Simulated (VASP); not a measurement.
Sb:

```
CELL_PARAMETERS angstrom
2.15420 1.24373 3.75800
-2.15420 1.24373 3.75800
0.00000 -2.48746 3.75800
ATOMIC_POSITIONS crystal
Sb 0.23349 0.23349 0.23349
Sb 0.76651 0.76651 0.76651
```

```yaml
Program: VASP 6.6.1
Task: relaxation of cell and atoms
Functional: r2SCAN
Potentials_or_basis: VASP PAW PBE potentials, release 64 (Sb)
Cutoff: 600 eV
k_mesh: 5 × 5 × 5
Occupations: methfessel-paxton, width 0.05 eV
Spin: no spin polarisation
```

At the start: pressure 1.8 GPa; volume 30.21 Å³/atom.

Question: Where does the relaxation end?

Answer: Over 8 steps the energy falls by 7.9 meV/atom and the volume is 31.56 Å³/atom (+4.5 %); space group R-3m (No. 166, to 0.05 Å).

The path:
| step | energy change (eV) | largest force (eV/Å) | pressure (GPa) | volume (Å³) |
| --- | --- | --- | --- | --- |
| 1 | 0.0000 | 0.0862 | 1.75 | 60.41 |
| 2 | -0.0080 | 0.2637 | -0.97 | 63.34 |
| 3 | -0.0109 | 0.2059 | -0.11 | 62.32 |
| 4 | -0.0139 | 0.1129 | -0.03 | 62.49 |
| 5 | -0.0151 | 0.0142 | 0.06 | 62.66 |
| 6 | -0.0151 | 0.0099 | 0.06 | 62.67 |
| 7 | -0.0155 | 0.0061 | 0.01 | 62.83 |
| 8 | -0.0158 | 0.0012 | -0.07 | 63.11 |

Final structure:
```yaml
crystal:
  lattice:
    - [2.18496, 1.26149, 3.81628]
    - [-2.18496, 1.26149, 3.81628]
    - [0.00000, -2.52297, 3.81628]
  atoms:
    - { symbol: Sb, position: [0.23098, 0.23098, 0.23098] }
    - { symbol: Sb, position: [0.76902, 0.76902, 0.76902] }
```

Caveat: the PAW data sets were made with another functional, which shifts forces and pressure a little.
